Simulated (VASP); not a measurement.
Here is a VASP 6.6.1 calculation.

INCAR

```
SYSTEM = AlNi
ALGO     = Normal         ! electronic algorithm
EDIFF    = 1E-6           ! SCF threshold, eV
ENCUT    = 520            ! plane-wave cutoff, eV
GGA      = PE             ! functional
ISIF     = 2              ! what is computed and relaxed
ISMEAR   = -1             ! smearing method
LASPH    = .True.         ! aspherical terms in the spheres
LCHARG   = .False.        ! write CHGCAR
LREAL    = .False.        ! projectors in reciprocal space
LWAVE    = .False.        ! write WAVECAR
NBANDS   = 21             ! bands
NELM     = 60             ! most SCF steps
PREC     = Accurate       ! precision mode
SIGMA    = 0.05           ! smearing width, eV
```

KPOINTS

```
k-points
0
Gamma
  11 11 6
  0 0 0
```

Contents of POSCAR:

```
AlNi
1.0
    3.4012288094      0.0000000000      0.0000000000
   -1.7006144047      2.9455505530      0.0000000000
    0.0000000000      0.0000000000      4.9156008888
Ni Al
2 2
Direct
    0.0000000000      0.0000000000      0.0000000000
    0.0000000000      0.0000000000      0.5000000000
    0.3333333333      0.6666666667      0.2500000000
    0.6666666667      0.3333333333      0.7500000000
```

Potentials or basis: VASP PAW PBE potentials, release 64 (Ni, Al).

Launch:

```bash
$ cat potpaw_PBE.64/Ni/POTCAR potpaw_PBE.64/Al/POTCAR > POTCAR
$ mpirun -np 1 vasp_std > vasp.out
```

(1) Estimate the pressure.

(2) What does it give for the band gap on the k mesh?

## Answers

(1) 22.8 GPa.

(2) zero (band 13 reaches 13.78 eV, above the bottom of band 14 at 7.99 eV).
